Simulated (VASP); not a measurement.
# TiH3Br (P4mm) in VASP: a series of runs, part 2 of 2

VASP 6.6.1.

### Step 3. Single point, PBE

This run uses another cell than the first one, of 12.76 Å³/atom.

File INCAR:

```
SYSTEM = TiH3Br
PREC     = Accurate       ! precision mode
ENCUT    = 520            ! plane-wave cutoff, eV
EDIFF    = 1E-6           ! SCF threshold, eV
ISMEAR   = 0              ! smearing method
SIGMA    = 0.02           ! smearing width, eV
LREAL    = .FALSE.        ! projectors in reciprocal space
LASPH    = .TRUE.         ! aspherical terms in the spheres
NELM     = 80             ! most SCF steps
ALGO     = Normal         ! electronic algorithm
ISIF     = 2              ! what is computed and relaxed
LWAVE    = .FALSE.        ! write WAVECAR
LCHARG   = .FALSE.        ! write CHGCAR
GGA      = PE             ! functional
NBANDS   = 19             ! bands
```

File KPOINTS:

```
Automatic mesh
0
G
  8 8 6
  0 0 0
```

File POSCAR:

```
TiH3Br
1.0
    3.3310382224      0.0000000000      0.0000000000
    0.0000000000      3.3310382224      0.0000000000
    0.0000000000      0.0000000000      5.7490997861
Ti H Br
1 3 1
Direct
    0.5000000000      0.5000000000      0.7178721138
    0.0000000000      0.5000000000      0.5512034475
    0.5000000000      0.0000000000      0.5512034475
    0.5000000000      0.5000000000      0.0090059169
    0.0000000000      0.0000000000      0.9433150942
```

Potentials or basis: VASP PAW PBE potentials, release 64 (Ti_sv, H, Br).

On the command line:

```sh
> cat potpaw_PBE.64/Ti_sv/POTCAR potpaw_PBE.64/H/POTCAR potpaw_PBE.64/Br/POTCAR > POTCAR
> mpirun -np 1 vasp_std > vasp.out
```

OUTCAR:

```text
SYSTEM = TiH3Br
   PREC = Accurate
   ENCUT = 520
   EDIFF = 1E-6
   ISMEAR = 0
   LREAL = .FALSE.
   LASPH = .TRUE.
   NELM = 80
   ISIF = 2
   GGA = PE

 ion  position               nearest neighbor table
   1  0.500  0.500  0.718-   4 1.67   5 2.69   5 2.69   5 2.69   5 2.69
   2  0.000  0.500  0.551-
   3  0.500  0.000  0.551-
   4  0.500  0.500  0.009-   1 1.67
   5  0.000  0.000  0.943-   1 2.69   1 2.69   1 2.69   1 2.69

  LATTYP: Found a simple tetragonal cell.
 ALAT       =     3.3310382224
 C/A-ratio  =     1.7259182880

  Lattice vectors:

 A1 = (   3.3310382224,   0.0000000000,   0.0000000000)
 A2 = (   0.0000000000,   3.3310382224,   0.0000000000)
 A3 = (   0.0000000000,   0.0000000000,   5.7490997861)

Analysis of symmetry for initial positions (statically):
=====================================================================
 Subroutine PRICEL returns:
 Original cell was already a primitive cell.

 Routine SETGRP: Setting up the symmetry group for a
 simple tetragonal supercell.

[... 174 lines left out ...]

 val. band max:        2.1290969521   @ k =   0.5000   0.0000   0.5000
 cond. band min:       3.7400326602   @ k =   0.2500   0.0000   0.5000
 fundamental gap:      1.6109357081
 Fermi energy:         2.3257257012

 k-point     1 :       0.0000    0.0000    0.0000
  band No.  band energies     occupation
      1     -54.5270      2.00000
      2     -30.8035      2.00000
      3     -30.8035      2.00000
      4     -30.6190      2.00000
      5     -14.1263      2.00000
      6      -3.6749      2.00000
[... 505 lines left out ...]
      6      -4.7812      2.00000
[... 11 lines left out ...]
     18      10.5970      0.00000
     19      11.9985      0.00000

 [... further k-points ...]

------------------------ aborting loop because EDIFF is reached ----------------------------------------

  FORCE on cell =-STRESS in cart. coord.  units (eV):
  Direction    XX          YY          ZZ          XY          YZ          ZX
  --------------------------------------------------------------------------------------
  -------------------------------------------------------------------------------------
  Total       -0.0147551     -0.0147551     -0.0018298      0.0000000      0.0000000      0.0000000
  in kB       -0.3705891     -0.3705891     -0.0459578      0.0000000      0.0000000      0.0000000
  external PRESSURE =      -0.2623787 kB  Pullay stress =       0.0000000 kB

 VOLUME and BASIS-vectors are now :
 -----------------------------------------------------------------------------
  energy-cutoff  :      520.00
  volume of cell :       63.79
      direct lattice vectors                 reciprocal lattice vectors
     3.331038222  0.000000000  0.000000000     0.300206702  0.000000000  0.000000000
     0.000000000  3.331038222  0.000000000     0.000000000  0.300206702  0.000000000
     0.000000000  0.000000000  5.749099786     0.000000000  0.000000000  0.173940275

 POSITION                                       TOTAL-FORCE (eV/Angst)
 -----------------------------------------------------------------------------------
      1.66552      1.66552      4.12712         0.000000     -0.000000     -0.010814
      0.00000      1.66552      3.16892         0.000000     -0.000000     -0.002422
      1.66552      0.00000      3.16892         0.000000     -0.000000     -0.002422
      1.66552      1.66552      0.05178         0.000000      0.000000      0.012458
      0.00000      0.00000      5.42321        -0.000000     -0.000000      0.003200
 -----------------------------------------------------------------------------------
    total drift:                                0.000000      0.000000     -0.000095

  FREE ENERGIE OF THE ION-ELECTRON SYSTEM (eV)
  ---------------------------------------------------
  free  energy   TOTEN  =       -20.6123034080 eV

  energy  without entropy=      -20.6123034080  energy(sigma->0) =      -20.61230341
```

stdout:

```text
POSCAR found type information on POSCAR TiH Br
 POSCAR found :  3 types and       5 ions
 scaLAPACK will be used
 LDA part: xc-table for (Slater+PW92), standard interpolation
 POSCAR, INCAR and KPOINTS ok, starting setup
 FFT: planning ... GRIDC
 FFT: planning ... GRID_SOFT
 FFT: planning ... GRID
 WAVECAR not read
 entering main loop
```

Wall time 56 s (1 thread of Intel Xeon Platinum 8488C (Sapphire Rapids), shared host); peak memory 0.23 GiB.

Results:

```
Free energy            : -20.6123 eV
Pressure               : 0.0 GPa
Largest force          : 0.012 eV/Å
Band gap on the k mesh : 1.61 eV (least direct gap 1.68 eV)
```

Forces on the atoms (eV/Å):
```
Ti   0.000  0.000 -0.011
H    0.000  0.000 -0.002
H    0.000  0.000 -0.002
H    0.000  0.000  0.012
Br   0.000  0.000  0.003
```

A k mesh can miss the band edges.

### Step 4. Single point, PBE, collinear spin

File INCAR:

```
  PREC = Accurate
  ENCUT = 520
  EDIFF = 1E-6
  ISMEAR = 0
  SIGMA = 0.1
  LREAL = False
  LASPH = True
  NELM = 150
  ALGO = Normal
  ISIF = 2
  LWAVE = False
  LCHARG = False
  ISPIN = 2
  MAGMOM = 1 0 0 0 0
  LORBIT = 11
  LMAXMIX = 4
  GGA = PE
  NBANDS = 23
```

File KPOINTS:

```
Automatic mesh
0
Gamma
  4 4 4
```

File POSCAR:

```
TiH3Br
1.0
    3.3287957040      0.0000000000      0.0000000000
    0.0000000000      3.3287957040      0.0000000000
    0.0000000000      0.0000000000      5.5650062472
Ti H Br
1 3 1
Direct
    0.5000000000      0.5000000000      0.7169083253
    0.0000000000      0.5000000000      0.5441993292
    0.5000000000      0.0000000000      0.5441993292
    0.5000000000      0.5000000000      0.0173905492
    0.0000000000      0.0000000000     -0.0500975130
```

On the command line:

```sh
> cat potpaw_PBE.64/Ti_sv/POTCAR potpaw_PBE.64/H/POTCAR potpaw_PBE.64/Br/POTCAR > POTCAR
> mpirun -np 1 vasp_std > vasp.out
```

It took 43 s on 1 thread of Intel Xeon Platinum 8488C (Sapphire Rapids), shared host; peak memory 0.21 GiB.

It converged, with:

* Free energy: -20.6044 eV
* Pressure: 0.1 GPa
* Largest force: 0.041 eV/Å
* Band gap on the k mesh: 1.59 eV (least direct gap 1.66 eV)
* Net moment: 0.00 μB per cell
* Valence electrons inside the program's atomic spheres: Ti 10.22; H 0.54, 0.55 (each value once); Br 4.87

Forces in eV/Å, atoms in the order of the input:
```
Ti   0.000  0.000 -0.036
H    0.000  0.000 -0.004
H    0.000  0.000 -0.004
H    0.000  0.000  0.041
Br   0.000  0.000  0.003
```

Stress tensor (GPa, compression positive):
```
0.06 0.00 0.00
0.00 0.06 0.00
0.00 0.00 0.27
```

Levels at points of the mesh, in eV from the valence-band top:
Spin up:
| k point | band 9 | band 10 | band 11 | band 12 | band 13 | band 14 |
| --- | --- | --- | --- | --- | --- | --- |
| (0.00, 0.00, 0.00) | -2.55 | -2.20 | -1.03 | 2.00 | 2.42 | 2.42 |
| (0.50, 0.00, 0.00) | -2.43 | -2.29 | -0.22 | 1.68 | 2.58 | 2.85 |
| (0.50, 0.50, 0.00) | -2.84 | -2.09 | -2.09 | 2.44 | 2.59 | 3.45 |
| (0.00, 0.00, 0.50) | -2.56 | -2.19 | -0.77 | 2.00 | 2.08 | 2.45 |
| (0.50, 0.00, 0.50) | -2.42 | -1.74 | 0.00 | 1.66 | 2.55 | 2.79 |
| (0.50, 0.50, 0.50) | -2.73 | -2.13 | -2.13 | 2.59 | 2.68 | 3.12 |
Spin down:
```csv
k point,band 7,band 8,band 9,band 10,band 11,band 12,band 13,band 14,band 15,band 16
"(0.00, 0.00, 0.00)",-3.52,-2.55,-2.55,-2.20,-1.03,2.00,2.42,2.42,3.18,5.35
"(0.50, 0.00, 0.00)",-3.80,-2.73,-2.43,-2.29,-0.22,1.68,2.58,2.85,3.09,5.14
"(0.50, 0.50, 0.00)",-5.43,-3.43,-2.84,-2.09,-2.09,2.44,2.59,3.45,4.35,4.35
"(0.00, 0.00, 0.50)",-2.59,-2.56,-2.56,-2.19,-0.77,2.00,2.08,2.45,2.45,5.15
"(0.50, 0.00, 0.50)",-4.19,-3.03,-2.42,-1.74,0.00,1.66,2.55,2.79,3.36,4.57
"(0.50, 0.50, 0.50)",-5.41,-3.53,-2.73,-2.13,-2.13,2.59,2.68,3.12,4.04,4.04
```

Caveat: the k points lie up to 0.47 Å⁻¹ apart.

### Step 5. Single point, PBE, collinear spin

This run uses another cell than the first one, of 13.52 Å³/atom.

File INCAR:

```
SYSTEM = TiH3Br
PREC = Accurate
ENCUT = 520
EDIFF = 1E-6
ISMEAR = 0
SIGMA = 0.1
LREAL = .FALSE.
LASPH = .TRUE.
NELM = 150
ALGO = Normal
ISIF = 2
LWAVE = .FALSE.
LCHARG = .FALSE.
ISPIN = 2
MAGMOM = 1 0 0 0 0
LORBIT = 11
LMAXMIX = 4
GGA = PE
NBANDS = 23
```

File KPOINTS:

```
Automatic mesh
0
G
  4 4 4
  0 0 0
```

File POSCAR:

```
TiH3Br
1.0
    3.7650914300      0.0000000000      0.0000000000
    0.0000000000      3.7650914300      0.0000000000
    0.0000000000      0.0000000000      4.7697441200
Ti H Br
1 3 1
Direct
    0.5000000000      0.5000000000      0.6650000200
    0.0000000000      0.5000000000      0.5000000000
    0.5000000000      0.0000000000      0.5000000000
    0.5000000000      0.5000000000      0.1076000000
    0.0000000000      0.0000000000      0.0000000000
```

On the command line:

```sh
> cat potpaw_PBE.64/Ti_sv/POTCAR potpaw_PBE.64/H/POTCAR potpaw_PBE.64/Br/POTCAR > POTCAR
> mpirun -np 1 vasp_std > vasp.out
```

Run time: 39 s. Hardware: 1 thread of Intel Xeon Platinum 8488C (Sapphire Rapids), shared host; peak memory 0.21 GiB.

The run converged. Its results:

* Free energy: -19.0600 eV
* Pressure: -13.7 GPa
* Largest force: 1.940 eV/Å
* Band gap on the k mesh: 0.08 eV (least direct gap 0.18 eV)
* Net moment: 0.00 μB per cell
* Valence electrons inside the program's atomic spheres: Ti 9.87; H 0.51, 0.45 (each value once); Br 4.76

Forces on the atoms (eV/Å):
```
Ti   0.000  0.000  1.940
H    0.000  0.000  0.328
H    0.000  0.000  0.328
H    0.000  0.000 -1.087
Br   0.000  0.000 -1.509
```

Stress tensor (GPa, compression positive):
```
-13.53   0.00   0.00
  0.00 -13.53   0.00
  0.00   0.00 -14.00
```

Levels at points of the mesh, in eV from the valence-band top:
Spin up:
```csv
k point,band 7,band 8,band 9,band 10,band 11,band 12,band 13,band 14,band 15,band 16
"(0.00, 0.00, 0.00)",-3.90,-3.16,-2.62,-2.62,-2.00,0.34,0.43,0.43,2.16,3.79
"(0.50, 0.00, 0.00)",-3.24,-3.13,-2.95,-2.51,-0.94,0.27,0.54,0.91,0.98,3.04
"(0.50, 0.50, 0.00)",-4.70,-3.11,-2.96,-2.44,-2.44,0.08,0.45,1.40,1.80,1.80
"(0.00, 0.00, 0.50)",-3.10,-2.65,-2.65,-1.98,-1.06,0.11,0.35,0.58,0.58,3.52
"(0.50, 0.00, 0.50)",-4.68,-4.14,-2.41,-1.66,0.00,0.18,0.38,0.62,1.32,1.41
"(0.50, 0.50, 0.50)",-4.35,-3.58,-2.98,-2.98,-2.30,0.46,0.53,0.63,1.42,1.42
```
Spin down:
| k point | band 8 | band 9 | band 10 | band 11 | band 12 | band 13 | band 14 | band 15 |
| --- | --- | --- | --- | --- | --- | --- | --- | --- |
| (0.00, 0.00, 0.00) | -3.16 | -2.62 | -2.62 | -2.00 | 0.34 | 0.43 | 0.43 | 2.15 |
| (0.50, 0.00, 0.00) | -3.13 | -2.95 | -2.51 | -0.94 | 0.27 | 0.54 | 0.91 | 0.98 |
| (0.50, 0.50, 0.00) | -3.11 | -2.96 | -2.44 | -2.44 | 0.08 | 0.45 | 1.40 | 1.79 |
| (0.00, 0.00, 0.50) | -2.65 | -2.65 | -1.98 | -1.06 | 0.11 | 0.35 | 0.58 | 0.58 |
| (0.50, 0.00, 0.50) | -4.14 | -2.41 | -1.66 | 0.00 | 0.18 | 0.37 | 0.62 | 1.32 |
| (0.50, 0.50, 0.50) | -3.58 | -2.98 | -2.98 | -2.30 | 0.46 | 0.53 | 0.63 | 1.42 |

Caveat: the cell stands under tension; forces of over 1 eV/Å act on the atoms, so gaps and moduli don't describe the material at rest. A k mesh can miss the band edges.

### Step 6. The runs side by side

| spin | cell | k mesh | smearing | gap on the mesh (eV) | pressure (GPa) | moment (μB) | largest force (eV/Å) |
| --- | --- | --- | --- | --- | --- | --- | --- |
| off | a = 3.329, b = 3.329, c = 5.565 Å, 5 atoms, atomic positions A | 6 × 6 × 4 | gaussian 0.1 eV | 1.58 | 0.1 | - | 0.04 |
| off | a = 3.331, b = 3.331, c = 5.749 Å, 5 atoms, atomic positions B | 8 × 8 × 6 | gaussian 0.02 eV | 1.61 | 0.0 | - | 0.01 |
| collinear | a = 3.329, b = 3.329, c = 5.565 Å, 5 atoms, atomic positions A | 4 × 4 × 4 | gaussian 0.1 eV | 1.59 | 0.1 | 0.00 | 0.04 |
| collinear | a = 3.765, b = 3.765, c = 4.770 Å, 5 atoms, atomic positions C | 4 × 4 × 4 | gaussian 0.1 eV | 0.08 | -13.7 | 0.00 | 1.94 |

Alike in all rows: task single point; level PBE; potentials or basis VASP PAW PBE potentials, release 64 (Ti_sv, H, Br); cutoff (eV) 520.

Caveats: some runs use coarse meshes; the cell stands under tension (at least some runs); forces of over 1 eV/Å act on the atoms, so gaps and moduli don't describe the material at rest (at least some runs).

Absolute energies hang on the potentials; compare differences alone.
